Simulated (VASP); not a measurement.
Set up this calculation in VASP 6.6.1, as the native input.

- Task: single point
- Functional: PBEsol
- Potentials or basis: VASP PAW PBE potentials, release 64 (Li_sv, Se)
- Cutoff: 750 eV
- k mesh: 8 × 8 × 8
- Occupations: gaussian, width 0.01 eV
- Spin: no spin polarisation
- Dipole correction: no
- Further INCAR settings: ALGO = Normal; EDIFF = 1e-06; NBANDS = 13

The structure of Li2Se lies in POSCAR:

```
Li2Se
1.0
    3.0356299367      3.0356299367      0.0000000000
   -3.0356299367      3.0356299367      0.0000000000
    0.0000000000      3.0356299367      3.0356299367
Li Se
2 1
Direct
    0.2500000000      0.7500000000      0.5000000000
    0.7500000000      0.2500000000      0.5000000000
    0.0000000000      0.0000000000      0.0000000000
```

The input as run:

INCAR

```
ALGO     = Normal         # electronic algorithm
EDIFF    = 1E-6           # SCF threshold, eV
ENCUT    = 750            # plane-wave cutoff, eV
GGA      = PS             # functional
GGA_COMPAT= F            
ISIF     = 2              # what is computed and relaxed
ISMEAR   = 0              # smearing method
LASPH    = T              # aspherical terms in the spheres
LCHARG   = F              # write CHGCAR
LREAL    = F              # projectors in reciprocal space
LWAVE    = F              # write WAVECAR
NBANDS   = 13             # bands
NELM     = 120            # most SCF steps
PREC     = Accurate       # precision mode
SIGMA    = 0.01           # smearing width, eV
```

KPOINTS

```
k-points
0
Gamma
  8 8 8
```

Potentials or basis: VASP PAW PBE potentials, release 64 (Li_sv, Se).

Command:

```console
$ cat potpaw_PBE.64/Li_sv/POTCAR potpaw_PBE.64/Se/POTCAR > POTCAR
$ mpirun -np 1 vasp_std > vasp.out
```

It gave:

```yaml
Pressure: -2.0 GPa
Band_gap_on_the_k_mesh: 2.86 eV, indirect (least direct gap 3.11 eV)
```

Caveat: the PAW data sets were made with another functional, which shifts forces and pressure a little.

Wall time 68 s on 1 thread of Intel(R) Xeon(R) Platinum 8375C CPU @ 2.90GHz (Ice Lake) (shared host), peak memory 0.24 GiB.
